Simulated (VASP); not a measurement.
Cs: single point with PBE

Crystal: Cs.

```
CELL_PARAMETERS angstrom
-3.07805 3.07805 3.07805
3.07805 -3.07805 3.07805
3.07805 3.07805 -3.07805
ATOMIC_POSITIONS crystal
Cs 0.00000 0.00000 0.00000
```

```json
{
 "Program": "VASP 6.6.1",
 "Task": "single point",
 "Functional": "PBE",
 "Potentials or basis": "VASP PAW PBE potentials, release 64 (Cs_sv)",
 "Cutoff": "500 eV",
 "k mesh": "10 × 10 × 10",
 "Occupations": "fermi-dirac, width 0.1 eV",
 "Spin": "no spin polarisation"
}
```

```json
{
 "Pressure": "0.0 GPa",
 "Band gap on the k mesh": "zero (an odd number of electrons rules out a gap without spin polarisation)"
}
```

Levels at points of the mesh, in eV from the Fermi level:
| k point | band 1 | band 2 | band 3 | band 4 | band 5 | band 6 | band 7 | band 8 | band 9 |
| --- | --- | --- | --- | --- | --- | --- | --- | --- | --- |
| (0.00, 0.00, 0.00) | -23.86 | -10.60 | -10.60 | -10.60 | -1.66 | 2.49 | 2.49 | 2.49 | 3.34 |
| (0.50, 0.00, 0.00) | -23.85 | -10.73 | -10.65 | -10.60 | 0.05 | 0.86 | 1.65 | 3.17 | 3.78 |
| (0.50, 0.50, 0.50) | -23.85 | -10.70 | -10.70 | -10.70 | 0.67 | 0.67 | 2.98 | 2.98 | 2.98 |

It took 17 s on 1 thread of Intel(R) Xeon(R) 6975P-C (Granite Rapids) (shared host), peak memory 0.25 GiB.

Caveat: spin-orbit coupling is left out, which moves the levels of the heavy elements.
